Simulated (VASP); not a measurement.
Here is a VASP 6.6.1 calculation.

File INCAR:

```
SYSTEM = HfN
PREC = Accurate
ENCUT = 600
EDIFF = 1E-6
ISMEAR = -1
SIGMA = 0.1
LREAL = .FALSE.
LASPH = .TRUE.
NELM = 60
ALGO = Normal
ISIF = 3
LWAVE = .FALSE.
LCHARG = .FALSE.
GGA = PS
IBRION = 2
NSW = 100
EDIFFG = -0.002
PSTRESS = 50.0
```

KPOINTS

```
regular mesh
0
G
  18 18 18
  0 0 0
```

File POSCAR:

```
HfN
1.0
    0.0000000000      2.2510575800      2.2510575800
    2.2510575800      0.0000000000      2.2510575800
    2.2510575800      2.2510575800      0.0000000000
Hf N
1 1
Direct
    0.0000000000      0.0000000000      0.0000000000
    0.5000000000      0.5000000000      0.5000000000
```

Potentials or basis: VASP PAW PBE potentials, release 64 (Hf_pv, N).

Run with:

```bash
$ cat potpaw_PBE.64/Hf_pv/POTCAR potpaw_PBE.64/N/POTCAR > POTCAR
$ mpirun -np 1 vasp_std > vasp.out
```

(1) What does it give for the relaxed cell?

(2) What does it give for the space group after relaxing (to 0.1 Å)?

(3) Predict the relaxed volume.

(4) Estimate the band gap on the k mesh.

Answers

(1) a = 3.157 Å, b = 3.157 Å, c = 3.157 Å, α = 60.00°, β = 60.00°, γ = 60.00°.

(2) Fm-3m (No. 225).

(3) 11.13 Å³/atom.

(4) zero (an odd number of electrons rules out a gap without spin polarisation).

Caveat: the cell is relaxed towards a set pressure, so the run minimises the enthalpy, not the energy; the PAW data sets were made with another functional, which shifts forces and pressure a little; spin-orbit coupling is left out, which moves the levels of the heavy elements.
